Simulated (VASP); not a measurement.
# Ni (Fm-3m) in VASP: further runs

Runs on Ni. Level: r2SCAN. Tasks: single point.

Program: VASP 6.6.1. These are calculated values, not measurements. Logs are shortened: lines on timing, memory, paths and dates and some standing lists are left out, and cuts for length are marked.

## 1. The cell of the first run

The structure is cubic, space group Fm-3m (No. 225). Conventional cell: a = 3.476 Å, b = 3.476 Å, c = 3.476 Å, α = 90.00°, β = 90.00°, γ = 90.00°. Ni (site symmetry m-3m) has 12 Ni at 2.46 Å within 3.2 Å.

## 2. Single point, r2SCAN, collinear spin, ferromagnetic start

Input file POSCAR:

```
Ni
1.0
    0.0000000000      1.7380692641      1.7380692641
    1.7380692641      0.0000000000      1.7380692641
    1.7380692641      1.7380692641      0.0000000000
Ni
1
Direct
    0.0000000000      0.0000000000      0.0000000000
```

Input file INCAR.step1:

```
SYSTEM = Ni
PREC = Accurate
ENCUT = 520
ISMEAR = -1
SIGMA = 0.05
LREAL = .FALSE.
LASPH = .TRUE.
NELM = 150
ISPIN = 2
MAGMOM = 0.807
LMAXMIX = 4
NBANDS = 15
GGA = PE
ALGO = Normal
EDIFF = 1E-4
LWAVE = .TRUE.
LCHARG = .FALSE.
```

Input file INCAR.step2:

```
SYSTEM = Ni
PREC = Accurate
ENCUT = 520
EDIFF = 1E-6
ISMEAR = -1
SIGMA = 0.05
LREAL = .FALSE.
LASPH = .TRUE.
NELM = 150
ALGO = Normal
ISIF = 2
LWAVE = .FALSE.
LCHARG = .FALSE.
ISPIN = 2
MAGMOM = 0.807
LORBIT = 11
LMAXMIX = 4
METAGGA = R2SCAN
LMIXTAU = .TRUE.
NBANDS = 15
ISTART = 1
```

Input file KPOINTS:

```
Automatic mesh
0
G
  12 12 12
  0 0 0
```

Potentials or basis: VASP PAW PBE potentials, release 64 (Ni).

On the command line:

```sh
$ cat potpaw_PBE.64/Ni/POTCAR > POTCAR
$ cp INCAR.step1 INCAR
$ mpirun -np 1 vasp_std > vasp.out
$ cp INCAR.step2 INCAR
$ mpirun -np 1 vasp_std > vasp.out
```

OUTCAR:

```text
SYSTEM = Ni
   PREC = Accurate
   ENCUT = 520
   EDIFF = 1E-6
   ISMEAR = -1
   LREAL = .FALSE.
   LASPH = .TRUE.
   NELM = 150
   ISIF = 2
   ISPIN = 2
   LORBIT = 11
   METAGGA = R2SCAN
   ISTART = 1

 ion  position               nearest neighbor table
   1  0.000  0.000  0.000-

  LATTYP: Found a face centered cubic cell.
 ALAT       =     3.4761385282

  Lattice vectors:

 A1 = (   0.0000000000,   1.7380692641,   1.7380692641)
 A2 = (   1.7380692641,   0.0000000000,   1.7380692641)
 A3 = (   1.7380692641,   1.7380692641,   0.0000000000)

Analysis of symmetry for initial positions (statically):
=====================================================================
 Subroutine PRICEL returns:
 Original cell was already a primitive cell.

 Routine SETGRP: Setting up the symmetry group for a
 face centered cubic supercell.

 Subroutine GETGRP returns: Found 48 space group operations
 (whereof 48 operations were pure point group operations)
 out of a pool of 48 trial point group operations.

The static configuration has the point symmetry O_h .

Analysis of symmetry for dynamics (positions and initial velocities):
=====================================================================
 Subroutine PRICEL returns:
 Original cell was already a primitive cell.

 Routine SETGRP: Setting up the symmetry group for a
 face centered cubic supercell.

 Subroutine GETGRP returns: Found 48 space group operations
 (whereof 48 operations were pure point group operations)
 out of a pool of 48 trial point group operations.

The dynamic configuration has the point symmetry O_h .

Analysis of structural, dynamic, and magnetic symmetry:
=====================================================================
 Subroutine PRICEL returns:
 Original cell was already a primitive cell.

 Routine SETGRP: Setting up the symmetry group for a
 face centered cubic supercell.

 Subroutine GETGRP returns: Found 48 space group operations
 (whereof 48 operations were pure point group operations)
 out of a pool of 48 trial point group operations.

The overall configuration has the point symmetry O_h .

 Subroutine INISYM returns: Found 48 space group operations
 (whereof 48 operations are pure point group operations),
 and found     1 'primitive' translations

----------------------------------------------------------------------------------------

                                     Primitive cell

  volume of cell :      10.5010

  direct lattice vectors                    reciprocal lattice vectors
     0.000000000  1.738069264  1.738069264    -0.287675532  0.287675532  0.287675532
     1.738069264  0.000000000  1.738069264     0.287675532 -0.287675532  0.287675532
     1.738069264  1.738069264  0.000000000     0.287675532  0.287675532 -0.287675532

  length of vectors
     2.458001126  2.458001126  2.458001126     0.498268637  0.498268637  0.498268637

  position of ions in fractional coordinates (direct lattice)
     0.000000000  0.000000000  0.000000000

  ion indices of the primitive-cell ions
   primitive index   ion index
                 1           1

----------------------------------------------------------------------------------------

 KPOINTS: Automatic mesh

Automatic generation of k-mesh.
 Grid dimensions read from file:
 generate k-points for:   12   12   12

 Generating k-lattice:

  Cartesian coordinates                     Fractional coordinates (reciprocal lattice)
    -0.023972961  0.023972961  0.023972961     0.083333333  0.000000000  0.000000000
     0.023972961 -0.023972961  0.023972961     0.000000000  0.083333333  0.000000000
     0.023972961  0.023972961 -0.023972961     0.000000000  0.000000000  0.083333333

  Length of vectors
     0.041522386  0.041522386  0.041522386

  Shift w.r.t. Gamma in fractional coordinates (k-lattice)
     0.000000000  0.000000000  0.000000000

 Subroutine IBZKPT returns following result:
 ===========================================

 Found     72 irreducible k-points:

 Following reciprocal coordinates:
            Coordinates               Weight
  0.000000  0.000000  0.000000      1.000000
  0.083333  0.000000  0.000000      8.000000
  0.166667  0.000000  0.000000      8.000000
  0.250000  0.000000  0.000000      8.000000
  0.333333  0.000000  0.000000      8.000000
  0.416667  0.000000  0.000000      8.000000
[... 16 lines left out ...]
  0.500000  0.166667  0.000000     24.000000
 -0.416667  0.166667  0.000000     24.000000
 [... further k-points ...]
   k-points           NKPTS =     72   k-points in BZ     NKDIM =     72   number of bands    NBANDS=     15
   number of dos      NEDOS =    301   number of ions     NIONS =      1
   total plane-waves  NPLWV =   5832
   dimension x,y,z NGX =    18 NGY =   18 NGZ =   18
   dimension x,y,z NGXF=    36 NGYF=   36 NGZF=   36
   ions per type =               1
   NGX,Y,Z   is equivalent  to a cutoff of  12.17, 12.17, 12.17 a.u.
   NGXF,Y,Z  is equivalent  to a cutoff of  24.35, 24.35, 24.35 a.u.
 SYSTEM =  Ni
   PREC   = accura    normal or accurate (medium, high low for compatibility)
   ISTART =      1    job   : 0-new  1-cont  2-samecut
   ICHARG =      0    charge: 1-file 2-atom 10-const
   ISPIN  =      2    spin polarized calculation?
   LNONCOLLINEAR =      F non collinear calculations
   LSORBIT =      F    spin-orbit coupling
   LASPH  =      T    aspherical Exc in radial PAW
   ENCUT  =  520.0 eV  38.22 Ry    6.18 a.u.   4.57  4.57  4.57*2*pi/ulx,y,z
   NELM   =    150;   NELMIN=  2; NELMDL=  0     # of ELM steps
   EDIFF  = 0.1E-05   stopping-criterion for ELM
   LREAL  =      F    real-space projection
   EDIFFG = 0.1E-04   stopping-criterion for IOM
   NSW    =      0    number of steps for IOM
   IBRION =     -1    ionic relax: 0-MD 1-quasi-New 2-CG
   NFREE  =      0    steps in history (QN), initial steepest desc. (CG)
   ISIF   =      2    stress and relaxation
   ISYM   =      2    0-nonsym 1-usesym 2-fastsym
   POTIM  = 0.5000    time-step for ionic-motion
   TEBEG  =    0.0;   TEEND  =   0.0 temperature during run
   PSTRESS=    0.0 pullay stress
   NELECT =      10.0000    total number of electrons
   NUPDOWN=      -1.0000    fix difference up-down
   EMIN   =  10.00;   EMAX   =-10.00  energy-range for DOS
   EFERMI =   0.00;   METHOD = LEGACY
   ISMEAR =    -1;   SIGMA  =   0.05  broadening in eV -4-tet -1-fermi 0-gaus
   EFERMI_NEDOS =   21; number of points for ismear=-14 and -15
   IALGO  =     38    algorithm
   IMIX   =      4    mixing-type and parameters
     AMIX     =   0.40;   BMIX     =  1.00
     AMIX_MAG =   1.60;   BMIX_MAG =  1.00
  volume/ion in A,a.u.               =      10.50        70.86
  Fermi-wavevector in a.u.,A,eV,Ry     =   1.610637  3.043663 35.295588  2.594153
  Thomas-Fermi vector in A             =   2.706156
   LORBIT       =     11    0 simple, 1 ext, 2 COOP (PROOUT), +10 PAW based schemes
   METAGGA = R2SCAN    functional components
   LHFCALC =     F    Hartree Fock is set to
   AEXX    =    0.0000 exact exchange contribution
   IVDW    =     0    specifies the selected vdW correction
   LEPSILON=     F    determine dielectric tensor
   LRPA    =     F    only Hartree local field effects (RPA)
 spin polarized calculation
  energy-cutoff  :      520.00
  volume of cell :       10.50
 maximum number of plane-waves:       295
   NGX =  9   NGY =  9   NGZ =  9

 number of electron       9.9999999 magnetization       0.7235605

 Free energy of the ion-electron system (eV)
  ---------------------------------------------------
  ext. energy  EPLUGINS =         0.00000000
  ---------------------------------------------------
  free energy    TOTEN  =       -11.95325930 eV

  energy without entropy =      -11.94541937  energy(sigma->0) =      -11.94933933

 E-fermi :   9.8189     XC(G=0): -14.6294

 val. band max:        9.7592933410   @ k =  -0.1667   0.1667   0.0000
 cond. band min:       9.8704846759   @ k =   0.5000   0.1667   0.0833
 fundamental gap:      0.1111913349
 Fermi energy:         9.8189484509

 spin component 1

 k-point     1 :       0.0000    0.0000    0.0000
  band No.  band energies     occupation
      1       0.1727      1.00000
      2       6.7933      1.00000
      3       6.7934      1.00000
      4       6.7934      1.00000
      5       8.1437      1.00000
      6       8.1437      1.00000
      7      34.6887      0.00000
      8      39.1187      0.00000
      9      39.1187      0.00000
     10      39.1191      0.00000
     11      41.8612      0.00000
     12      41.8613      0.00000
     13      41.8613      0.00000
     14      45.2225      0.00000
     15      51.8408      0.00000
[... 397 lines left out ...]
 k-point    24 :      -0.4167    0.1667    0.0000
  band No.  band energies     occupation
      1       4.9204      1.00000
      2       6.4776      1.00000
      3       7.0886      1.00000
      4       7.2742      1.00000
      5       8.6239      1.00000
      6      11.9237      0.00000
      7      16.2683      0.00000
      8      27.4705      0.00000
      9      32.6533      0.00000
     10      33.8266      0.00000
     11      43.4607      0.00000
     12      43.9651      0.00000
     13      50.7235      0.00000
     14      52.5977      0.00000
     15      54.8424      0.00000

 [... further k-points ...]

 spin component 2

 k-point     1 :       0.0000    0.0000    0.0000
  band No.  band energies     occupation
      1      -0.0959      1.00000
      2       8.1286      1.00000
      3       8.1286      1.00000
      4       8.1286      1.00000
      5       8.9013      1.00000
      6       8.9014      1.00000
      7      34.4168      0.00000
      8      39.2229      0.00000
      9      39.2230      0.00000
     10      39.2230      0.00000
     11      42.1562      0.00000
     12      42.1563      0.00000
     13      42.1563      0.00000
     14      45.2932      0.00000
     15      52.7352      0.00000
[... 397 lines left out ...]
 k-point    24 :      -0.4167    0.1667    0.0000
  band No.  band energies     occupation
      1       5.6523      1.00000
      2       7.0638      1.00000
      3       7.9907      1.00000
      4       8.1654      1.00000
      5       9.9164      0.12476
      6      12.3669      0.00000
      7      16.8357      0.00000
      8      27.5986      0.00000
      9      32.8434      0.00000
     10      33.9280      0.00000
     11      43.7008      0.00000
     12      44.0888      0.00000
     13      51.6391      0.00000
     14      54.0722      0.00000
     15      55.6382      0.00000

 [... further k-points ...]

------------------------ aborting loop because EDIFF is reached ----------------------------------------

  FORCE on cell =-STRESS in cart. coord.  units (eV):
  Direction    XX          YY          ZZ          XY          YZ          ZX
  --------------------------------------------------------------------------------------
  -------------------------------------------------------------------------------------
  Total        0.0484191      0.0484191      0.0484191      0.0000000      0.0000000      0.0000000
  in kB        7.3874795      7.3874795      7.3874795      0.0000000      0.0000000      0.0000000
  external PRESSURE =       7.3874795 kB  Pullay stress =       0.0000000 kB

 VOLUME and BASIS-vectors are now :
 -----------------------------------------------------------------------------
  energy-cutoff  :      520.00
  volume of cell :       10.50
      direct lattice vectors                 reciprocal lattice vectors
     0.000000000  1.738069264  1.738069264    -0.287675532  0.287675532  0.287675532
     1.738069264  0.000000000  1.738069264     0.287675532 -0.287675532  0.287675532
     1.738069264  1.738069264  0.000000000     0.287675532  0.287675532 -0.287675532

 POSITION                                       TOTAL-FORCE (eV/Angst)
 -----------------------------------------------------------------------------------
      0.00000      0.00000      0.00000         0.000000      0.000000     -0.000000
 -----------------------------------------------------------------------------------
    total drift:                                0.000000      0.000000      0.000000

  FREE ENERGIE OF THE ION-ELECTRON SYSTEM (eV)
  ---------------------------------------------------
  free  energy   TOTEN  =       -11.9532592959 eV

  energy  without entropy=      -11.9454193674  energy(sigma->0) =      -11.94933933

 total charge

# of ion       s       p       d       tot
------------------------------------------
    1        0.530   0.551   8.330   9.411

 magnetization (x)

# of ion       s       p       d       tot
------------------------------------------
    1       -0.010  -0.047   0.800   0.743
```

Run time: 51 s. Hardware: 1 thread of Intel Xeon Platinum 8488C (Sapphire Rapids), shared host; peak memory 0.13 GiB.

What came out:

- Free energy: -11.9533 eV
- Pressure: 0.7 GPa
- Net moment: 0.72 μB per cell
- Site moments: Ni +0.74 μB
- Valence electrons inside the program's atomic spheres: Ni 9.41

Caveat: the PAW data sets were made with another functional, which shifts forces and pressure a little.

## 3. Single point, r2SCAN, collinear spin, ferromagnetic start

POSCAR is that of step 2.

Input file INCAR.step1:

```
SYSTEM = Ni
ALGO     = Normal         ! electronic algorithm
EDIFF    = 1E-4           ! SCF threshold, eV
ENCUT    = 520            ! plane-wave cutoff, eV
GGA      = PE             ! functional
ISMEAR   = -1             ! smearing method
ISPIN    = 2              ! spin polarisation
LASPH    = .TRUE.         ! aspherical terms in the spheres
LCHARG   = .FALSE.        ! write CHGCAR
LMAXMIX  = 4              ! l up to which the mixer works
LREAL    = .FALSE.        ! projectors in reciprocal space
LWAVE    = .TRUE.         ! write WAVECAR
MAGMOM   = 0.807          ! initial moments
NBANDS   = 15             ! bands
NELM     = 150            ! most SCF steps
PREC     = Accurate       ! precision mode
SIGMA    = 0.05           ! smearing width, eV
```

Input file INCAR.step2:

```
SYSTEM = Ni
ALGO     = Normal         ! electronic algorithm
EDIFF    = 1E-6           ! SCF threshold, eV
ENCUT    = 520            ! plane-wave cutoff, eV
ISIF     = 2              ! what is computed and relaxed
ISMEAR   = -1             ! smearing method
ISPIN    = 2              ! spin polarisation
ISTART   = 1            
LASPH    = .TRUE.         ! aspherical terms in the spheres
LCHARG   = .FALSE.        ! write CHGCAR
LMAXMIX  = 4              ! l up to which the mixer works
LMIXTAU  = .TRUE.       
LORBIT   = 11             ! projections on sites
LREAL    = .FALSE.        ! projectors in reciprocal space
LWAVE    = .FALSE.        ! write WAVECAR
MAGMOM   = 0.807          ! initial moments
METAGGA  = R2SCAN         ! meta-GGA
NBANDS   = 15             ! bands
NELM     = 150            ! most SCF steps
PREC     = Accurate       ! precision mode
SIGMA    = 0.05           ! smearing width, eV
```

Input file KPOINTS:

```
k-points
0
G
  15 15 15
  0 0 0
```

Potentials or basis: VASP PAW PBE potentials, release 64 (Ni).

On the command line:

```sh
$ cat potpaw_PBE.64/Ni/POTCAR > POTCAR
$ cp INCAR.step1 INCAR
$ mpirun -np 1 vasp_std > vasp.out
$ cp INCAR.step2 INCAR
$ mpirun -np 1 vasp_std > vasp.out
```

Run time: 96 s. Hardware: 1 thread of Intel Xeon Platinum 8488C (Sapphire Rapids), shared host; peak memory 0.15 GiB.

The run converged. Its results:

- Free energy: -11.9499 eV
- Pressure: 0.5 GPa
- Net moment: 0.69 μB per cell
- Site moments: Ni +0.71 μB
- Valence electrons inside the program's atomic spheres: Ni 9.41

Levels at points of the mesh, in eV from the Fermi level:
Spin up:
| k point | band 2 | band 3 | band 4 | band 5 | band 6 | band 7 | band 8 | band 9 |
| --- | --- | --- | --- | --- | --- | --- | --- | --- |
| (0.00, 0.00, 0.00) | -3.00 | -3.00 | -3.00 | -1.65 | -1.65 | 24.86 | 29.30 | 29.30 |
Spin down:
```tsv
k point	band 2	band 3	band 4	band 5	band 6	band 7	band 8	band 9
(0.00, 0.00, 0.00)	-1.72	-1.72	-1.72	-0.94	-0.94	24.61	29.40	29.40
```

Caveat: the PAW data sets were made with another functional, which shifts forces and pressure a little.

## 4. Single point, r2SCAN, collinear spin, ferromagnetic start

POSCAR is that of step 3.

Input file INCAR.step1:

```
ALGO = Normal ; EDIFF = 1E-4
ENCUT = 520 ; GGA = PE
ISMEAR = -1 ; ISPIN = 2
LASPH = True ; LCHARG = False
LMAXMIX = 4 ; LREAL = False
LWAVE = True ; MAGMOM = 0.807
NBANDS = 15 ; NELM = 150
PREC = Accurate ; SIGMA = 0.05
```

Input file INCAR.step2:

```
ALGO = Normal ; EDIFF = 1E-7
ENCUT = 520 ; ISIF = 2
ISMEAR = -1 ; ISPIN = 2
ISTART = 1 ; LASPH = True
LCHARG = False ; LMAXMIX = 4
LMIXTAU = True ; LORBIT = 11
LREAL = False ; LWAVE = False
MAGMOM = 0.807 ; METAGGA = R2SCAN
NBANDS = 15 ; NELM = 150
PREC = Accurate ; SIGMA = 0.05
```

Input file KPOINTS:

```
k-points
0
Gamma
  15 15 15
```

On the command line:

```sh
$ cat potpaw_PBE.64/Ni/POTCAR > POTCAR
$ cp INCAR.step1 INCAR
$ mpirun -np 1 vasp_std > vasp.out
$ cp INCAR.step2 INCAR
$ mpirun -np 1 vasp_std > vasp.out
```

It took 1.8 min on 1 thread of Intel Xeon Platinum 8488C (Sapphire Rapids), shared host; peak memory 0.14 GiB.

The run converged. Its results:

```yaml
Free_energy: -11.9499 eV
Pressure: 0.3 GPa
Net_moment: 0.69 μB per cell
Site_moments: Ni +0.71 μB
Valence_electrons_inside_the_program's_atomic_spheres: Ni 9.41
```

Levels at points of the mesh, in eV from the Fermi level:
Spin up:
| k point | band 3 | band 4 | band 5 | band 6 | band 7 | band 8 |
| --- | --- | --- | --- | --- | --- | --- |
| (0.00, 0.00, 0.00) | -3.00 | -3.00 | -1.65 | -1.65 | 24.86 | 29.30 |
Spin down:
```tsv
k point	band 1	band 2	band 3	band 4	band 5	band 6	band 7	band 8	band 9	band 10
(0.00, 0.00, 0.00)	-9.90	-1.72	-1.72	-1.72	-0.94	-0.94	24.61	29.40	29.40	29.40
```

Caveat: the PAW data sets were made with another functional, which shifts forces and pressure a little.

(Continued in part 2 of 2.)
